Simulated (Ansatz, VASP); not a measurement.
# One calculation of W, two programs

```xyz
2
Lattice="0.0000 -1.9865 -1.9865 0.0000 1.9865 -1.9865 3.9730 0.0000 0.0000" Properties=species:S:1:pos:R:3 pbc="T T T"
W     1.9457   -0.0404   -1.9865
W     0.0408    0.0404    0.0000
```

Change from the starting cell: mode 4 frozen in at -0.040 Å and mode 6 at -0.041 Å (largest displacements).

Alike in both runs: task single point; functional LDA; k mesh 16 × 16 × 12; occupations gaussian, width 0.15 eV; no spin polarisation.

|  | VASP | Ansatz |
| --- | --- | --- |
| version | VASP 6.6.1 | Ansatz 0.2.0 |
| potentials or method | VASP PAW LDA potentials, release 64 (W_sv), cutoff 500 eV | scalar-relativistic, plane waves, PAW |
| valence electrons in the cell | 28 | 28 |

VASP gave:

```
gap on the k mesh at the Fermi level (eV)                     : none
pressure (GPa)                                                : 3.0
traceless stress, the component that is largest in VASP (GPa) : -2.03
rms of the force components (eV/Å)                            : 0.758
```

Task: What did Ansatz give for the same quantities?

Result: gap on the k mesh at the Fermi level (eV): none; pressure (GPa): 1.3; traceless stress, the component that is largest in VASP (GPa): -2.03; rms of the force components (eV/Å): 0.742.

Ansatz warns that its potentials were made for another functional, while VASP's fit it. LDA's correlation is that of Perdew and Zunger in VASP and of Perdew and Wang (1992) in Ansatz. Atom by atom the forces differ by 0.015 eV/Å (rms over components). A gap of «none» marks a metal or a gap that the smearing closes.

Spin-orbit coupling is off throughout.
